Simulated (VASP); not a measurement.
A run of VASP 6.6.1:

INCAR

```
SYSTEM = LaAgS2
PREC = Accurate
ENCUT = 520
EDIFF = 1E-7
ISMEAR = 0
SIGMA = 0.1649
LREAL = .False.
LASPH = .True.
NELM = 80
ALGO = Normal
ISIF = 2
LWAVE = .False.
LCHARG = .True.
GGA = PE
LELF = .True.
LVHAR = .True.
NBANDS = 44
```

KPOINTS

```
Automatic mesh
0
Gamma
  5 5 2
  0 0 0
```

The input POSCAR:

```
LaAgS2
1.0
    4.5270576415      0.0000000000      0.0000000000
    0.0000000000      4.5270576415      0.0000000000
    0.0000000000      0.0000000000      9.0519333746
Ag La S
2 2 4
Direct
    0.7500000000      0.2500000000      0.0000000000
    0.2500000000      0.7500000000      0.0000000000
    0.2500000000      0.2500000000      0.6780927400
    0.7500000000      0.7500000000      0.3219072600
    0.2500000000      0.2500000000      0.1630725030
    0.7500000000      0.7500000000      0.8369274970
    0.7500000000      0.2500000000      0.5000000000
    0.2500000000      0.7500000000      0.5000000000
```

Potentials or basis: VASP PAW PBE potentials, release 64 (Ag, La, S).

Run with:

```console
$ cat potpaw_PBE.64/Ag/POTCAR potpaw_PBE.64/La/POTCAR potpaw_PBE.64/S/POTCAR > POTCAR
$ mpirun -np 1 vasp_std > vasp.out
```

Hardware: 1 thread of Intel(R) Xeon(R) Platinum 8488C (Sapphire Rapids), on a shared host.

Question: How long does it take, and how much memory?

Answer: Wall time 96 s on 1 thread of Intel(R) Xeon(R) Platinum 8488C (Sapphire Rapids), on a shared host, peak memory 0.34 GiB. Counts: scf iterations 17, k points 12.
